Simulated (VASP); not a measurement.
Here is a VASP 6.6.1 calculation.

File INCAR:

```
SYSTEM = CaY
PREC = Accurate
ENCUT = 520
EDIFF = 1E-7
ISMEAR = -1
SIGMA = 0.1
LREAL = .False.
LASPH = .True.
NELM = 150
ALGO = Normal
ISIF = 2
LWAVE = .False.
LCHARG = .False.
ISPIN = 2
MAGMOM = 0 1.6
LORBIT = 11
NUPDOWN = 1.6
LMAXMIX = 4
NBANDS = 22
```

The input KPOINTS:

```
regular mesh
0
Gamma
  9 9 5
  0 0 0
```

POSCAR

```
CaY
1.0
    1.9766574348     -2.9332380000      0.0000000000
    1.9766574348      2.9332380000      0.0000000000
   -0.0302115573      0.0000000000      6.1761332710
Ca Y
1 1
Direct
    0.0000000000      0.0000000000      0.0000000000
    0.5000000000      0.5000000000      0.5000000000
```

Potentials or basis: VASP PAW LDA potentials, release 64 (Ca_sv, Y_sv).

The run is started by

```console
$ cat potpaw_LDA.64/Ca_sv/POTCAR potpaw_LDA.64/Y_sv/POTCAR > POTCAR
$ mpirun -np 1 vasp_std > vasp.out
```

Question: Estimate the pressure.

Answer: -1.6 GPa.

Stress tensor (GPa, compression positive):
```
-1.77  0.00  0.10
 0.00 -0.71  0.00
 0.10  0.00 -2.45
```

Caveat: the total moment is fixed, so each spin has its own Fermi level and the state may be an excited one.
